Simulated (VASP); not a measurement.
# SrAl3O2 (P6/mmm) in VASP: further runs

Runs on SrAl3O2. Level: PBE. Tasks: single point, relaxation of cell and atoms.

All numbers are computed with VASP 6.6.1; they aren't measurements. Logs are shortened: lines on timing, memory, paths and dates and some standing lists are left out, and cuts for length are marked.

## (1) The cell of the first run

Symmetry: P6/mmm, No. 191, hexagonal system. Conventional cell: a = 6.210 Å, b = 6.210 Å, c = 3.102 Å, α = 90.00°, β = 90.00°, γ = 120.00°. Within 4.1 Å of Sr (site symmetry 6/mmm) lie 2 Sr at 3.10 Å and 6 Al at 3.11 Å and 12 O at 3.91 Å. Within 3.1 Å of Al (site symmetry mmm) lie 4 O at 2.37 Å. O (site symmetry -6m2) has 6 Al at 2.37 Å within 3.1 Å.

## (2) Single point, PBE

The input, INCAR:

```
SYSTEM = SrAl3O2
  PREC = Accurate
  ENCUT = 520
  EDIFF = 1E-7
  ISMEAR = 0
  SIGMA = 0.1
  LREAL = .FALSE.
  LASPH = .TRUE.
  NELM = 80
  ALGO = Normal
  ISIF = 2
  LWAVE = .FALSE.
  LCHARG = .FALSE.
  GGA = PE
  NBANDS = 24
```

The input, KPOINTS:

```
regular mesh
0
G
  3 3 6
  0 0 0
```

The input, POSCAR:

```
SrAl3O2
1.0
    6.2104935163      0.0000000000      0.0000000000
   -3.1052467581      5.3784451551      0.0000000000
    0.0000000000      0.0000000000      3.1022398835
Sr Al O
1 3 2
Direct
    0.0000000000      0.0000000000      0.5000000000
    0.5000000000      0.0000000000      0.5000000000
    0.0000000000      0.5000000000      0.5000000000
    0.5000000000      0.5000000000      0.5000000000
    0.3333333333      0.6666666667      0.0000000000
    0.6666666667      0.3333333333      0.0000000000
```

Potentials or basis: VASP PAW PBE potentials, release 64 (Sr_sv, Al, O).

Started as:

```sh
> cat potpaw_PBE.64/Sr_sv/POTCAR potpaw_PBE.64/Al/POTCAR potpaw_PBE.64/O/POTCAR > POTCAR
> mpirun -np 1 vasp_std > vasp.out
```

OUTCAR:

```text
SYSTEM = SrAl3O2
   PREC = Accurate
   ENCUT = 520
   EDIFF = 1E-7
   ISMEAR = 0
   LREAL = .FALSE.
   LASPH = .TRUE.
   NELM = 80
   ISIF = 2
   GGA = PE

 ion  position               nearest neighbor table
   1  0.000  0.000  0.500-   3 3.11   3 3.11   4 3.11   4 3.11   2 3.11   2 3.11
   2  0.500  0.000  0.500-   5 2.37   6 2.37   5 2.37   6 2.37   4 3.11   4 3.11   3 3.11   3 3.11
                             1 3.11   1 3.11
   3  0.000  0.500  0.500-   5 2.37   6 2.37   5 2.37   6 2.37   1 3.11   1 3.11   2 3.11   2 3.11
                             4 3.11   4 3.11
   4  0.500  0.500  0.500-   5 2.37   6 2.37   5 2.37   6 2.37   2 3.11   2 3.11   1 3.11   1 3.11
                             3 3.11   3 3.11
   5  0.333  0.667  0.000-   2 2.37   2 2.37   3 2.37   3 2.37   4 2.37   4 2.37
   6  0.667  0.333  0.000-   2 2.37   2 2.37   3 2.37   3 2.37   4 2.37   4 2.37

  LATTYP: Found a hexagonal cell.
 ALAT       =     6.2104935163
 C/A-ratio  =     0.4995158397

  Lattice vectors:

 A1 = (   6.2104935163,   0.0000000000,   0.0000000000)
 A2 = (  -3.1052467581,   5.3784451551,   0.0000000000)
 A3 = (   0.0000000000,   0.0000000000,   3.1022398835)

Analysis of symmetry for initial positions (statically):
=====================================================================
 Subroutine PRICEL returns:
 Original cell was already a primitive cell.

 Routine SETGRP: Setting up the symmetry group for a
 hexagonal supercell.

 Subroutine GETGRP returns: Found 24 space group operations
 (whereof 24 operations were pure point group operations)
 out of a pool of 24 trial point group operations.

The static configuration has the point symmetry D_6h.

Analysis of symmetry for dynamics (positions and initial velocities):
=====================================================================
 Subroutine PRICEL returns:
 Original cell was already a primitive cell.

 Routine SETGRP: Setting up the symmetry group for a
 hexagonal supercell.

 Subroutine GETGRP returns: Found 24 space group operations
 (whereof 24 operations were pure point group operations)
 out of a pool of 24 trial point group operations.

The dynamic configuration has the point symmetry D_6h.

 Subroutine INISYM returns: Found 24 space group operations
 (whereof 24 operations are pure point group operations),
 and found     1 'primitive' translations

----------------------------------------------------------------------------------------

                                     Primitive cell

  volume of cell :     103.6235

  direct lattice vectors                    reciprocal lattice vectors
     6.210493516  0.000000000  0.000000000     0.161017800  0.092963670  0.000000000
    -3.105246758  5.378445155  0.000000000     0.000000000  0.185927340  0.000000000
     0.000000000  0.000000000  3.102239883     0.000000000  0.000000000  0.322347735

  length of vectors
     6.210493516  6.210493516  3.102239883     0.185927340  0.185927340  0.322347735

  position of ions in fractional coordinates (direct lattice)
     0.000000000  0.000000000  0.500000000
     0.500000000  0.000000000  0.500000000
     0.000000000  0.500000000  0.500000000
     0.500000000  0.500000000  0.500000000
     0.333333333  0.666666667  0.000000000
     0.666666667  0.333333333  0.000000000

  ion indices of the primitive-cell ions
   primitive index   ion index
                 1           1
                 2           2
                 3           3
                 4           4
                 5           5
                 6           6

----------------------------------------------------------------------------------------

 KPOINTS: regular mesh

Automatic generation of k-mesh.
 Grid dimensions read from file:
 generate k-points for:    3    3    6

 Generating k-lattice:

  Cartesian coordinates                     Fractional coordinates (reciprocal lattice)
     0.053672600  0.030987890  0.000000000     0.333333333  0.000000000  0.000000000
     0.000000000  0.061975780  0.000000000     0.000000000  0.333333333  0.000000000
     0.000000000  0.000000000  0.053724623     0.000000000  0.000000000  0.166666667

  Length of vectors
     0.061975780  0.061975780  0.053724623

  Shift w.r.t. Gamma in fractional coordinates (k-lattice)
     0.000000000  0.000000000  0.000000000

 Subroutine IBZKPT returns following result:
 ===========================================

 Found     12 irreducible k-points:

 Following reciprocal coordinates:
            Coordinates               Weight
  0.000000  0.000000  0.000000      1.000000
  0.333333  0.000000  0.000000      6.000000
  0.333333  0.333333  0.000000      2.000000
  0.000000  0.000000  0.166667      2.000000
  0.333333  0.000000  0.166667     12.000000
  0.333333  0.333333  0.166667      4.000000
  0.000000  0.000000  0.333333      2.000000
  0.333333  0.000000  0.333333     12.000000
  0.333333  0.333333  0.333333      4.000000
  0.000000  0.000000  0.500000      1.000000
  0.333333  0.000000  0.500000      6.000000
  0.333333  0.333333  0.500000      2.000000
   k-points           NKPTS =     12   k-points in BZ     NKDIM =     12   number of bands    NBANDS=     24
   number of dos      NEDOS =    301   number of ions     NIONS =      6
   total plane-waves  NPLWV =  55296
   dimension x,y,z NGX =    48 NGY =   48 NGZ =   24
   dimension x,y,z NGXF=    96 NGYF=   96 NGZF=   48
   ions per type =               1   3   2
   NGX,Y,Z   is equivalent  to a cutoff of  12.85, 12.85, 12.86 a.u.
   NGXF,Y,Z  is equivalent  to a cutoff of  25.70, 25.70, 25.72 a.u.
 SYSTEM =  SrAl3O2
   PREC   = accura    normal or accurate (medium, high low for compatibility)
   ISTART =      0    job   : 0-new  1-cont  2-samecut
   ICHARG =      2    charge: 1-file 2-atom 10-const
   ISPIN  =      1    spin polarized calculation?
   LNONCOLLINEAR =      F non collinear calculations
   LSORBIT =      F    spin-orbit coupling
   LASPH  =      T    aspherical Exc in radial PAW
   ENCUT  =  520.0 eV  38.22 Ry    6.18 a.u.  11.55 11.55  5.77*2*pi/ulx,y,z
   NELM   =     80;   NELMIN=  2; NELMDL= -5     # of ELM steps
   EDIFF  = 0.1E-06   stopping-criterion for ELM
   LREAL  =      F    real-space projection
   EDIFFG = 0.1E-05   stopping-criterion for IOM
   NSW    =      0    number of steps for IOM
   IBRION =     -1    ionic relax: 0-MD 1-quasi-New 2-CG
   NFREE  =      0    steps in history (QN), initial steepest desc. (CG)
   ISIF   =      2    stress and relaxation
   ISYM   =      2    0-nonsym 1-usesym 2-fastsym
   POTIM  = 0.5000    time-step for ionic-motion
   TEBEG  =    0.0;   TEEND  =   0.0 temperature during run
   PSTRESS=    0.0 pullay stress
   NELECT =      31.0000    total number of electrons
   NUPDOWN=      -1.0000    fix difference up-down
   EMIN   =  10.00;   EMAX   =-10.00  energy-range for DOS
   EFERMI =   0.00;   METHOD = LEGACY
   ISMEAR =     0;   SIGMA  =   0.10  broadening in eV -4-tet -1-fermi 0-gaus
   EFERMI_NEDOS =   21; number of points for ismear=-14 and -15
   IALGO  =     38    algorithm
   IMIX   =      4    mixing-type and parameters
     AMIX     =   0.40;   BMIX     =  1.00
     AMIX_MAG =   1.60;   BMIX_MAG =  1.00
  volume/ion in A,a.u.               =      17.27       116.55
  Fermi-wavevector in a.u.,A,eV,Ry     =   1.094904  2.069068 16.310861  1.198814
  Thomas-Fermi vector in A             =   2.231217
   LORBIT       =      0    0 simple, 1 ext, 2 COOP (PROOUT), +10 PAW based schemes
   GGA     = PE    functional components
   LHFCALC =     F    Hartree Fock is set to
   AEXX    =    0.0000 exact exchange contribution
   IVDW    =     0    specifies the selected vdW correction
   LEPSILON=     F    determine dielectric tensor
   LRPA    =     F    only Hartree local field effects (RPA)
 non-spin polarized calculation
 Gauss-broadening in eV      SIGMA  =   0.10
  energy-cutoff  :      520.00
  volume of cell :      103.62
 maximum number of plane-waves:      2868
 NGX is ok and might be reduce to    48
   NGX = 23   NGY = 23   NGZ = 11

 number of electron      31.0000001 magnetization

 Free energy of the ion-electron system (eV)
  ---------------------------------------------------
  ext. energy  EPLUGINS =         0.00000000
  ---------------------------------------------------
  free energy    TOTEN  =       -24.48326739 eV

  energy without entropy =      -24.45682362  energy(sigma->0) =      -24.47004551

 E-fermi :   5.6053     XC(G=0):  -9.7785

 val. band max:        5.5605530641   @ k =   0.3333   0.0000   0.0000
 cond. band min:       5.6120589068   @ k =   0.0000   0.0000   0.0000
 fundamental gap:      0.0515058427
 Fermi energy:         5.6053473965

 k-point     1 :       0.0000    0.0000    0.0000
  band No.  band energies     occupation
      1     -30.4149      2.00000
      2     -13.4740      2.00000
      3     -13.1798      2.00000
      4     -12.4502      2.00000
      5     -12.4502      2.00000
      6     -11.9401      2.00000
[... 16 lines left out ...]
     23      10.2810      0.00000
     24      11.5287      0.00000

 k-point     2 :       0.3333    0.0000    0.0000
  band No.  band energies     occupation
      1     -30.4148      2.00000
      2     -13.4383      2.00000
      3     -13.2462      2.00000
      4     -12.4533      2.00000
      5     -12.4217      2.00000
      6     -11.9401      2.00000
[... 16 lines left out ...]
     23      11.3763      0.00000
     24      11.3857      0.00000

 k-point     3 :       0.3333    0.3333    0.0000
  band No.  band energies     occupation
      1     -30.4148      2.00000
      2     -13.3524      2.00000
      3     -13.3524      2.00000
      4     -12.4283      2.00000
      5     -12.4283      2.00000
      6     -11.9401      2.00000
[... 16 lines left out ...]
     23      11.3321      0.00000
     24      11.5275      0.00000
[... 190 lines left out ...]
 k-point    11 :       0.3333    0.0000    0.5000
  band No.  band energies     occupation
      1     -30.1992      2.00000
      2     -13.5823      2.00000
      3     -12.9505      2.00000
      4     -12.8524      2.00000
      5     -12.2108      2.00000
      6     -12.2060      2.00000
[... 16 lines left out ...]
     23       9.7671      0.00000
     24      10.5621      0.00000

 k-point    12 :       0.3333    0.3333    0.5000
  band No.  band energies     occupation
      1     -30.1992      2.00000
      2     -13.5775      2.00000
      3     -12.9044      2.00000
      4     -12.9044      2.00000
      5     -12.2105      2.00000
      6     -12.2105      2.00000
[... 16 lines left out ...]
     23       8.8441      0.00000
     24       9.7751      0.00000

------------------------ aborting loop because EDIFF is reached ----------------------------------------

  FORCE on cell =-STRESS in cart. coord.  units (eV):
  Direction    XX          YY          ZZ          XY          YZ          ZX
  --------------------------------------------------------------------------------------
  -------------------------------------------------------------------------------------
  Total        0.2154397      0.2154397      0.0611673      0.0000000      0.0000000      0.0000000
  in kB        3.3310264      3.3310264      0.9457391      0.0000000      0.0000000      0.0000000
  external PRESSURE =       2.5359306 kB  Pullay stress =       0.0000000 kB

 VOLUME and BASIS-vectors are now :
 -----------------------------------------------------------------------------
  energy-cutoff  :      520.00
  volume of cell :      103.62
      direct lattice vectors                 reciprocal lattice vectors
     6.210493516  0.000000000  0.000000000     0.161017800  0.092963670  0.000000000
    -3.105246758  5.378445155  0.000000000     0.000000000  0.185927340  0.000000000
     0.000000000  0.000000000  3.102239883     0.000000000  0.000000000  0.322347735

 POSITION                                       TOTAL-FORCE (eV/Angst)
 -----------------------------------------------------------------------------------
      0.00000      0.00000      1.55112         0.000000      0.000000      0.000000
      3.10525      0.00000      1.55112         0.000000      0.000000      0.000000
     -1.55262      2.68922      1.55112         0.000000      0.000000      0.000000
      1.55262      2.68922      1.55112         0.000000      0.000000      0.000000
     -0.00000      3.58563      0.00000        -0.000000     -0.000000      0.000000
      3.10525      1.79282      0.00000         0.000000     -0.000000     -0.000000
 -----------------------------------------------------------------------------------
    total drift:                               -0.000000      0.000000      0.000000

  FREE ENERGIE OF THE ION-ELECTRON SYSTEM (eV)
  ---------------------------------------------------
  free  energy   TOTEN  =       -24.4832673893 eV

  energy  without entropy=      -24.4568236233  energy(sigma->0) =      -24.47004551
```

Wall time 22 s (1 thread of Intel Xeon 6975P-C (Granite Rapids), shared host); peak memory 0.23 GiB.

What came out:

- Free energy: -24.4833 eV
- Pressure: 0.3 GPa

Levels at points of the mesh, in eV from the Fermi level:
```
           k point  band 12  band 13  band 14  band 15  band 16  band 17  band 18  band 19
(0.00, 0.00, 0.00)    -3.82    -3.61     0.01     0.02     0.02     0.08     0.08     1.07
(0.00, 0.00, 0.50)    -4.20    -1.70    -1.70    -0.74    -0.34     0.38     0.38     0.64
```

Caveat: the k points lie up to 0.39 Å⁻¹ apart; an odd number of electrons without spin polarisation forces a metal; a magnetic or distorted state may lie lower.

[end of part 1 of 2]
